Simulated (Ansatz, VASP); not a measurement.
Cu in VASP and in Ansatz

```xyz
3
Lattice="1.2617 0.7285 6.1548 -1.2617 0.7285 6.1548 0.0000 -1.4569 6.1548" Properties=species:S:1:pos:R:3 pbc="T T T"
Cu    0.0000    0.0000    0.0000
Cu    0.0000    0.0000   14.3575
Cu    0.0000    0.0000    4.1069
```

Alike in both runs: functional PBEsol; k mesh 12 × 12 × 12; occupations gaussian, width 0.1 eV; no spin polarisation.

Ansatz relaxed the structure, and its values are those at the end. VASP's run is a single point on that final structure, the one shown.

|  | VASP | Ansatz |
| --- | --- | --- |
| version | VASP 6.6.1 | Ansatz 0.2.0 |
| potentials or method | VASP PAW PBE potentials, release 64 (Cu), cutoff 520 eV | scalar-relativistic, plane waves, PAW |
| valence electrons in the cell | 33 | 57 |

Ansatz gave:

```
gap on the k mesh at the Fermi level (eV) : none
pressure (GPa)                            : 0.0
```

Question: What did VASP give for the same quantities?

Answer: gap on the k mesh at the Fermi level (eV): none; pressure (GPa): 0.9.

VASP's potentials were made for PBE, not for PBEsol. A gap of «none» marks a metal or a gap that the smearing closes. VASP's potentials hold 33 valence electrons a cell and Ansatz's 57, so a difference there can come from the potentials and not from the codes.
